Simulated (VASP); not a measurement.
A run of VASP 6.6.1 is set up as follows.

The input INCAR:

```
SYSTEM = HgTe
PREC = Accurate
ENCUT = 520
EDIFF = 1E-6
ISMEAR = -1
SIGMA = 0.05
LREAL = .False.
LASPH = .True.
NELM = 80
ALGO = Normal
ISIF = 2
LWAVE = .False.
LCHARG = .True.
GGA = RE
LELF = .True.
LVHAR = .True.
NBANDS = 16
```

File KPOINTS:

```
regular mesh
0
Gamma
  7 7 7
  0 0 0
```

File POSCAR:

```
HgTe
1.0
    0.0000000000      3.2145000000      3.2145000000
    3.2145000000      0.0000000000      3.2145000000
    3.2145000000      3.2145000000      0.0000000000
Hg Te
1 1
Direct
    0.0000000000      0.0000000000      0.0000000000
    0.7500000000      0.7500000000      0.7500000000
```

Potentials or basis: VASP PAW PBE potentials, release 64 (Hg, Te).

Launch:

```bash
$ cat potpaw_PBE.64/Hg/POTCAR potpaw_PBE.64/Te/POTCAR > POTCAR
$ mpirun -np 1 vasp_std > vasp.out
```

What does it give for the pressure?

5.9 GPa.

What does it give for the band gap on the k mesh?

Zero (filled and empty bands touch).

Caveat: the PAW data sets were made with another functional, which shifts forces and pressure a little; spin-orbit coupling is left out, which moves the levels of the heavy elements.
